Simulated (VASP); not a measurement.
**MgI2: single point with PBE+D3(BJ)**

Slab: MgI2, a slab with vacuum.

```
I Mg
1.0
     4.13111    0.00000    0.00000
    -2.06555    3.57764    0.00000
     0.00000    0.00000   24.22651
I Mg
4 2
Cartesian
  0.0000 2.3851 4.5000
  2.0656 1.1925 7.8633
  1.6065 1.9876 11.6933
  -0.4590 3.1801 15.0565
  0.0000 0.0000 6.1816
  1.6065 4.3727 13.3749
```

```yaml
Program: VASP 6.6.1
Task: single point
Functional: PBE
Dispersion: D3(BJ)
Potentials_or_basis: VASP PAW PBE potentials, release 64 (I, Mg)
Cutoff: 520 eV
k_mesh: 9 × 9 × 1
Occupations: gaussian, width 0.05 eV
Spin: no spin polarisation
Dipole_correction: yes
Further_INCAR_settings: ALGO = Normal; EDIFF = 1e-07; NBANDS = 25
```

| Item | Value |
| --- | --- |
| Largest force | 0.095 eV/Å |
| Band gap on the k mesh | 3.53 eV, indirect (least direct gap 3.93 eV) |
| Dispersion energy per atom | -0.266 eV |

Forces in eV/Å, atoms in the order of the input:
```
I    0.001 -0.002  0.014
I    0.027 -0.043 -0.081
I   -0.024  0.045  0.081
I   -0.001  0.001 -0.014
Mg  -0.002  0.002 -0.001
Mg   0.001 -0.003  0.001
```

Levels at points of the mesh, in eV from the valence-band top:
| k point | band 13 | band 14 | band 15 | band 16 | band 17 | band 18 | band 19 | band 20 |
| --- | --- | --- | --- | --- | --- | --- | --- | --- |
| (0.00, 0.00, 0.00) | -0.04 | -0.02 | -0.02 | 0.00 | 3.93 | 4.36 | 4.88 | 4.95 |

Wall time 5.3 min on 1 thread of Intel(R) Xeon(R) Platinum 8259CL CPU @ 2.50GHz (Skylake/Cascade Lake) (shared host), peak memory 0.56 GiB.

Caveat: spin-orbit coupling is left out, which moves the levels of the heavy elements.
